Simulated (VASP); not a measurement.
# MgS (Immm) in VASP: a series of runs

MgS is run at these levels: PBEsol; tasks: single point.

All numbers are computed with VASP 6.6.1; they aren't measurements. Logs are shortened: lines on timing, memory, paths and dates and some standing lists are left out, and cuts for length are marked.

**1. The cell of the first run**

Symmetry: Immm, No. 71, orthorhombic system. The conventional cell has a = 3.444 Å, b = 3.725 Å, c = 5.235 Å, α = 90.00°, β = 90.00°, γ = 90.00°. Mg (site symmetry mmm) has 6 S at 2.54 to 2.62 Å within 3.3 Å. Within 3.3 Å of S (site symmetry mmm) lie 6 Mg at 2.54 to 2.62 Å.

**2. Single point, PBEsol (uniaxial strain along a: -6.0 %, then relaxed in part)**

File INCAR:

```
SYSTEM = MgS
PREC = Accurate ; ENCUT = 520
EDIFF = 1E-7 ; ISMEAR = 0
SIGMA = 0.02 ; LREAL = .False.
LASPH = .True. ; NELM = 80
ALGO = Normal ; ISIF = 2
LWAVE = .False. ; LCHARG = .False.
GGA = PS ; NBANDS = 16
```

File KPOINTS:

```
Automatic mesh
0
Gamma
  6 6 6
  0 0 0
```

File POSCAR:

```
MgS
1.0
    2.4355151917      2.4355151917      0.0000000000
   -2.6342993256      2.6342993256      0.0000000000
    0.0000000000      0.0000000000      5.2346865653
Mg S
2 2
Direct
    0.0000000000      0.0000000000      0.0000000000
    0.5000000000      0.5000000000      0.5000000000
    0.5000000000      0.5000000000      0.0000000000
    0.0000000000      0.0000000000      0.5000000000
```

Potentials or basis: VASP PAW PBE potentials, release 64 (Mg, S).

Launch:

```sh
> cat potpaw_PBE.64/Mg/POTCAR potpaw_PBE.64/S/POTCAR > POTCAR
> mpirun -np 1 vasp_std > vasp.out
```

OUTCAR:

```text
SYSTEM = MgS
   PREC = Accurate
   ENCUT = 520
   EDIFF = 1E-7
   ISMEAR = 0
   LREAL = .False.
   LASPH = .True.
   NELM = 80
   ISIF = 2
   GGA = PS

 ion  position               nearest neighbor table
   1  0.000  0.000  0.000-   3 2.54   3 2.54   3 2.54   3 2.54   4 2.62   4 2.62   2 3.65   2 3.65
                             2 3.65   2 3.65   2 3.65   2 3.65   2 3.65   2 3.65
   2  0.500  0.500  0.500-   4 2.54   4 2.54   4 2.54   4 2.54   3 2.62   3 2.62   1 3.65   1 3.65
                             1 3.65   1 3.65   1 3.65   1 3.65   1 3.65   1 3.65
   3  0.500  0.500  0.000-   1 2.54   1 2.54   1 2.54   1 2.54   2 2.62   2 2.62
   4  0.000  0.000  0.500-   2 2.54   2 2.54   2 2.54   2 2.54   1 2.62   1 2.62

  LATTYP: Found a simple orthorhombic cell.
 ALAT       =     3.4443386155
 B/A-ratio  =     1.0816189259
 C/A-ratio  =     1.5197944075

  Lattice vectors:

 A1 = (   2.4355151917,   2.4355151917,   0.0000000000)
 A2 = (  -2.6342993256,   2.6342993256,   0.0000000000)
 A3 = (   0.0000000000,   0.0000000000,   5.2346865653)

Analysis of symmetry for initial positions (statically):
=====================================================================
 Subroutine PRICEL returns following result:

  LATTYP: Found a body centered orthorhombic cell.
 ALAT       =     3.4443386155
 B/A-ratio  =     1.0816189259
 C/A-ratio  =     1.5197944075

  Lattice vectors:

 A1 = (   0.0993920669,  -2.5349072586,  -2.6173432826)
 A2 = (  -0.0993920669,   2.5349072586,  -2.6173432827)
 A3 = (   2.5349072586,  -0.0993920669,   2.6173432827)

   2 primitive cells build up your supercell.

 Routine SETGRP: Setting up the symmetry group for a
 simple orthorhombic supercell.

 Subroutine GETGRP returns: Found  8 space group operations
 (whereof  8 operations were pure point group operations)
 out of a pool of  8 trial point group operations.

The static configuration has the point symmetry D_2h.

Analysis of symmetry for dynamics (positions and initial velocities):
=====================================================================
 Subroutine PRICEL returns following result:

  LATTYP: Found a body centered orthorhombic cell.
 ALAT       =     3.4443386155
 B/A-ratio  =     1.0816189259
 C/A-ratio  =     1.5197944075

  Lattice vectors:

 A1 = (   0.0993920669,  -2.5349072586,  -2.6173432826)
 A2 = (  -0.0993920669,   2.5349072586,  -2.6173432827)
[... 111 lines left out ...]
   EDIFF  = 0.1E-06   stopping-criterion for ELM
   LREAL  =      F    real-space projection
   EDIFFG = 0.1E-05   stopping-criterion for IOM
   NSW    =      0    number of steps for IOM
   IBRION =     -1    ionic relax: 0-MD 1-quasi-New 2-CG
   NFREE  =      0    steps in history (QN), initial steepest desc. (CG)
   ISIF   =      2    stress and relaxation
   ISYM   =      2    0-nonsym 1-usesym 2-fastsym
   POTIM  = 0.5000    time-step for ionic-motion
   TEBEG  =    0.0;   TEEND  =   0.0 temperature during run
   PSTRESS=    0.0 pullay stress
   NELECT =      16.0000    total number of electrons
   NUPDOWN=      -1.0000    fix difference up-down
   EMIN   =  10.00;   EMAX   =-10.00  energy-range for DOS
   EFERMI =   0.00;   METHOD = LEGACY
   ISMEAR =     0;   SIGMA  =   0.02  broadening in eV -4-tet -1-fermi 0-gaus
   EFERMI_NEDOS =   21; number of points for ismear=-14 and -15
   IALGO  =     38    algorithm
   IMIX   =      4    mixing-type and parameters
     AMIX     =   0.40;   BMIX     =  1.00
     AMIX_MAG =   1.60;   BMIX_MAG =  1.00
  volume/ion in A,a.u.               =      16.79       113.32
  Fermi-wavevector in a.u.,A,eV,Ry     =   1.014821  1.917733 14.012108  1.029861
  Thomas-Fermi vector in A             =   2.148071
   LORBIT       =      0    0 simple, 1 ext, 2 COOP (PROOUT), +10 PAW based schemes
   GGA     = PS    functional components
   LHFCALC =     F    Hartree Fock is set to
   AEXX    =    0.0000 exact exchange contribution
   IVDW    =     0    specifies the selected vdW correction
   LEPSILON=     F    determine dielectric tensor
   LRPA    =     F    only Hartree local field effects (RPA)
 non-spin polarized calculation
 Gauss-broadening in eV      SIGMA  =   0.02
  energy-cutoff  :      520.00
  volume of cell :       67.17
 maximum number of plane-waves:      1832
 NGX is ok and might be reduce to    28
   NGX = 13   NGY = 13   NGZ = 19

 number of electron      16.0000005 magnetization

 Free energy of the ion-electron system (eV)
  ---------------------------------------------------
  ext. energy  EPLUGINS =         0.00000000
  ---------------------------------------------------
  free energy    TOTEN  =       -18.03162043 eV

  energy without entropy =      -18.03162043  energy(sigma->0) =      -18.03162043

 E-fermi :   4.6136     XC(G=0): -10.0342

 val. band max:        4.5031329163   @ k =   0.0000   0.0000   0.0000
 cond. band min:       6.7727941739   @ k =   0.0000   0.0000   0.0000
 fundamental gap:      2.2696612575
 Fermi energy:         4.6135873018

 k-point     1 :       0.0000    0.0000    0.0000
  band No.  band energies     occupation
      1      -8.8476      2.00000
      2      -7.0784      2.00000
      3      -0.4280      2.00000
      4       1.8933      2.00000
      5       2.9760      2.00000
      6       3.6943      2.00000
[... 433 lines left out ...]
      3      -0.1398      2.00000
      4      -0.1398      2.00000
      5       2.0619      2.00000
      6       2.0619      2.00000
[... 8 lines left out ...]
     15      13.1504      0.00000
     16      13.1504      0.00000

 [... further k-points ...]

------------------------ aborting loop because EDIFF is reached ----------------------------------------

  FORCE on cell =-STRESS in cart. coord.  units (eV):
  Direction    XX          YY          ZZ          XY          YZ          ZX
  --------------------------------------------------------------------------------------
  -------------------------------------------------------------------------------------
  Total        1.9067259      1.9067259     -0.0769931      1.9858393      0.0000000      0.0000000
  in kB       45.4801841     45.4801841     -1.8364787     47.3672359      0.0000000      0.0000000
  external PRESSURE =      29.7079632 kB  Pullay stress =       0.0000000 kB

 VOLUME and BASIS-vectors are now :
 -----------------------------------------------------------------------------
  energy-cutoff  :      520.00
  volume of cell :       67.17
      direct lattice vectors                 reciprocal lattice vectors
     2.435515192  2.435515192  0.000000000     0.205295373  0.205295373  0.000000000
    -2.634299326  2.634299326  0.000000000    -0.189803792  0.189803792  0.000000000
     0.000000000  0.000000000  5.234686565     0.000000000  0.000000000  0.191033405

 POSITION                                       TOTAL-FORCE (eV/Angst)
 -----------------------------------------------------------------------------------
      0.00000      0.00000      0.00000         0.000000      0.000000      0.000000
     -0.09939      2.53491      2.61734        -0.000000     -0.000000     -0.000000
     -0.09939      2.53491      0.00000         0.000000     -0.000000      0.000000
      0.00000      0.00000      2.61734         0.000000      0.000000      0.000000
 -----------------------------------------------------------------------------------
    total drift:                               -0.000000      0.000000     -0.000000

  FREE ENERGIE OF THE ION-ELECTRON SYSTEM (eV)
  ---------------------------------------------------
  free  energy   TOTEN  =       -18.0316204282 eV

  energy  without entropy=      -18.0316204282  energy(sigma->0) =      -18.03162043
```

OSZICAR:

```text
N       E                     dE             d eps       ncg     rms          rms(c)
DAV:   1     0.564220343743E+02    0.56422E+02   -0.64154E+03  2056   0.835E+02
DAV:   2    -0.141890489867E+02   -0.70611E+02   -0.64368E+02  3008   0.142E+02
DAV:   3    -0.187229203065E+02   -0.45339E+01   -0.45170E+01  2760   0.381E+01
DAV:   4    -0.187639056494E+02   -0.40985E-01   -0.40980E-01  2480   0.447E+00
DAV:   5    -0.187644847248E+02   -0.57908E-03   -0.57907E-03  2672   0.535E-01    0.617E+00
DAV:   6    -0.181205503745E+02    0.64393E+00   -0.84816E-01  2176   0.440E+00    0.450E+00
DAV:   7    -0.180367469928E+02    0.83803E-01   -0.30425E-01  2592   0.267E+00    0.267E+00
DAV:   8    -0.180324087842E+02    0.43382E-02   -0.24033E-02  2408   0.876E-01    0.112E+00
DAV:   9    -0.180316250212E+02    0.78376E-03   -0.15467E-03  2408   0.246E-01    0.201E-01
DAV:  10    -0.180316258995E+02   -0.87830E-06   -0.26791E-04  2680   0.789E-02    0.201E-02
DAV:  11    -0.180316220009E+02    0.38985E-05   -0.12204E-05  2456   0.183E-02    0.319E-02
DAV:  12    -0.180316203979E+02    0.16030E-05   -0.32504E-06  2416   0.914E-03    0.437E-03
DAV:  13    -0.180316204282E+02   -0.30336E-07   -0.81859E-08  1680   0.174E-03
   1 F= -.18031620E+02 E0= -.18031620E+02  d E =-.296370E-17
```

Wall time 47 s (1 thread of AMD EPYC 7R13 (Zen 3), shared host); peak memory 0.18 GiB.

Results:

```yaml
Free_energy: -18.0316 eV
Pressure: 3.0 GPa
Band_gap_on_the_k_mesh: 2.27 eV
```

Levels at points of the mesh, in eV from the valence-band top:
```
           k point  band 6  band 7  band 8  band 9  band 10  band 11
(0.00, 0.00, 0.00)   -0.81   -0.33    0.00    2.27     3.46     4.10
(0.50, 0.00, 0.00)   -2.75   -1.35   -1.35    4.93     4.93     7.13
(0.00, 0.50, 0.00)   -3.02   -0.61   -0.61    5.87     5.87     7.47
(0.50, 0.50, 0.00)   -2.39   -2.09   -2.09    2.37     2.37     3.68
(0.00, 0.00, 0.50)   -1.86   -0.87   -0.87    4.28     4.28     5.44
(0.50, 0.00, 0.50)   -1.31   -1.12   -1.12    3.80     3.80     6.12
(0.00, 0.50, 0.50)   -1.09   -0.58   -0.58    4.23     4.23     6.54
(0.50, 0.50, 0.50)   -3.85   -2.75   -2.75    4.81     4.81     7.21
```

Caveat: the cell differs from its parent crystal (uniaxial strain along a: -6.0 %, then relaxed in part); the PAW data sets were made with another functional, which shifts forces and pressure a little. A k mesh can miss the band edges.

**3. Single point, PBEsol (uniaxial strain along a: -6.0 %)**

File INCAR:

```
PREC = Accurate ; ENCUT = 520
EDIFF = 1E-6 ; ISMEAR = 0
SIGMA = 0.02 ; LREAL = False
LASPH = True ; NELM = 100
ALGO = Normal ; ISIF = 2
LWAVE = False ; LCHARG = False
GGA = PS ; NBANDS = 16
```

File KPOINTS:

```
Automatic mesh
0
Gamma
  6 6 6
```

POSCAR, as its differences from that of step 2:

```diff
@@ -3,4 +3,4 @@
     2.4355151917      2.4355151917      0.0000000000
-   -2.6342993256      2.6342993256      0.0000000000
-    0.0000000000      0.0000000000      5.2346865653
+   -2.6298382123      2.6298382123      0.0000000000
+    0.0000000000      0.0000000000      5.2596764245
 Mg S
```

Potentials or basis: VASP PAW PBE potentials, release 64 (Mg, S).

Launch:

```sh
> cat potpaw_PBE.64/Mg/POTCAR potpaw_PBE.64/S/POTCAR > POTCAR
> mpirun -np 1 vasp_std > vasp.out
```

OUTCAR:

```text
PREC = Accurate
   ENCUT = 520
   EDIFF = 1E-6
   ISMEAR = 0
   LREAL = False
   LASPH = True
   NELM = 100
   ISIF = 2
   GGA = PS

 ion  position               nearest neighbor table
   1  0.000  0.000  0.000-   3 2.53   3 2.53   3 2.53   3 2.53   4 2.63   4 2.63   2 3.65   2 3.65
                             2 3.65   2 3.65   2 3.65   2 3.65   2 3.65   2 3.65
   2  0.500  0.500  0.500-   4 2.53   4 2.53   4 2.53   4 2.53   3 2.63   3 2.63   1 3.65   1 3.65
                             1 3.65   1 3.65   1 3.65   1 3.65   1 3.65   1 3.65
   3  0.500  0.500  0.000-   1 2.53   1 2.53   1 2.53   1 2.53   2 2.63   2 2.63
[... 682 lines left out ...]
  -------------------------------------------------------------------------------------
  Total        1.9088118      1.9088118     -0.3292923      1.9598912      0.0000000      0.0000000
  in kB       45.3904825     45.3904825     -7.8303879     46.6051215      0.0000000      0.0000000
  external PRESSURE =      27.6501924 kB  Pullay stress =       0.0000000 kB

 VOLUME and BASIS-vectors are now :
 -----------------------------------------------------------------------------
  energy-cutoff  :      520.00
  volume of cell :       67.38
      direct lattice vectors                 reciprocal lattice vectors
     2.435515192  2.435515192  0.000000000     0.205295373  0.205295373  0.000000000
    -2.629838212  2.629838212  0.000000000    -0.190125764  0.190125764  0.000000000
     0.000000000  0.000000000  5.259676425     0.000000000  0.000000000  0.190125764

 POSITION                                       TOTAL-FORCE (eV/Angst)
 -----------------------------------------------------------------------------------
      0.00000      0.00000      0.00000        -0.000000     -0.000000      0.000000
     -0.09716      2.53268      2.62984        -0.000000     -0.000000     -0.000000
     -0.09716      2.53268      0.00000         0.000000      0.000000      0.000000
      0.00000      0.00000      2.62984        -0.000000     -0.000000      0.000000
 -----------------------------------------------------------------------------------
    total drift:                               -0.000000      0.000000     -0.000000

  FREE ENERGIE OF THE ION-ELECTRON SYSTEM (eV)
  ---------------------------------------------------
  free  energy   TOTEN  =       -18.0308103396 eV

  energy  without entropy=      -18.0308103396  energy(sigma->0) =      -18.03081034
```

OSZICAR:

```text
N       E                     dE             d eps       ncg     rms          rms(c)
DAV:   1     0.569424742641E+02    0.56942E+02   -0.63570E+03  2048   0.831E+02
DAV:   2    -0.141672705687E+02   -0.71110E+02   -0.64573E+02  2992   0.141E+02
DAV:   3    -0.187233658151E+02   -0.45561E+01   -0.45402E+01  2744   0.383E+01
DAV:   4    -0.187654736498E+02   -0.42108E-01   -0.42103E-01  2528   0.451E+00
DAV:   5    -0.187660854127E+02   -0.61176E-03   -0.61176E-03  2664   0.548E-01    0.615E+00
DAV:   6    -0.181198387322E+02    0.64625E+00   -0.85041E-01  2208   0.441E+00    0.449E+00
DAV:   7    -0.180359845816E+02    0.83854E-01   -0.30575E-01  2568   0.267E+00    0.267E+00
DAV:   8    -0.180316378233E+02    0.43468E-02   -0.24403E-02  2408   0.882E-01    0.113E+00
DAV:   9    -0.180308157899E+02    0.82203E-03   -0.16126E-03  2408   0.250E-01    0.205E-01
DAV:  10    -0.180308152252E+02    0.56468E-06   -0.27282E-04  2672   0.796E-02    0.190E-02
DAV:  11    -0.180308119989E+02    0.32263E-05   -0.11244E-05  2528   0.177E-02    0.323E-02
DAV:  12    -0.180308103129E+02    0.16860E-05   -0.32958E-06  2296   0.920E-03    0.468E-03
DAV:  13    -0.180308103396E+02   -0.26678E-07   -0.95298E-08  1336   0.186E-03
   1 F= -.18030810E+02 E0= -.18030810E+02  d E =-.297408E-23
```

stdout:

```text
POSCAR found type information on POSCAR MgS
 POSCAR found :  2 types and       4 ions
 scaLAPACK will be used
 -----------------------------------------------------------------------------
|                                                                             |
|                                                                             |
|     You enforced a specific xc type in the INCAR file but a different       |
|     I HOPE YOU KNOW WHAT YOU ARE DOING!                                     |
|                                                                             |
 -----------------------------------------------------------------------------

 LDA part: xc-table for (Slater+PW92), standard interpolation
 POSCAR, INCAR and KPOINTS ok, starting setup
 FFT: planning ... GRIDC
 FFT: planning ... GRID_SOFT
 FFT: planning ... GRID
 WAVECAR not read
 entering main loop
```

Wall time 51 s (1 thread of AMD EPYC 7R13 (Zen 3), shared host); peak memory 0.18 GiB.

Results:

- Free energy: -18.0308 eV
- Pressure: 2.8 GPa
- Band gap on the k mesh: 2.31 eV

Levels at points of the mesh, in eV from the valence-band top:
| k point | band 4 | band 5 | band 6 | band 7 | band 8 | band 9 | band 10 | band 11 | band 12 | band 13 |
| --- | --- | --- | --- | --- | --- | --- | --- | --- | --- | --- |
| (0.00, 0.00, 0.00) | -2.56 | -1.50 | -0.80 | -0.30 | 0.00 | 2.31 | 3.45 | 4.13 | 6.93 | 7.32 |
| (0.50, 0.00, 0.00) | -4.38 | -2.72 | -2.72 | -1.32 | -1.32 | 4.97 | 4.97 | 7.15 | 7.15 | 7.19 |
| (0.00, 0.50, 0.00) | -4.50 | -2.98 | -2.98 | -0.59 | -0.59 | 5.89 | 5.89 | 7.46 | 7.46 | 7.54 |
| (0.50, 0.50, 0.00) | -4.85 | -2.40 | -2.40 | -2.06 | -2.06 | 2.37 | 2.37 | 3.70 | 3.70 | 11.66 |
| (0.00, 0.00, 0.50) | -3.03 | -1.82 | -1.82 | -0.85 | -0.85 | 4.29 | 4.29 | 5.45 | 5.45 | 7.84 |
| (0.50, 0.00, 0.50) | -5.38 | -1.28 | -1.28 | -1.11 | -1.11 | 3.82 | 3.82 | 6.18 | 6.18 | 6.26 |
| (0.00, 0.50, 0.50) | -5.64 | -1.08 | -1.08 | -0.56 | -0.56 | 4.22 | 4.22 | 6.54 | 6.54 | 7.35 |
| (0.50, 0.50, 0.50) | -3.97 | -3.84 | -3.84 | -2.70 | -2.70 | 4.78 | 4.78 | 7.20 | 7.20 | 7.40 |

Caveat: the cell differs from its parent crystal (uniaxial strain along a: -6.0 %); the stress differs along the axes, from -1 to 5 GPa; the PAW data sets were made with another functional, which shifts forces and pressure a little. A k mesh can miss the band edges.
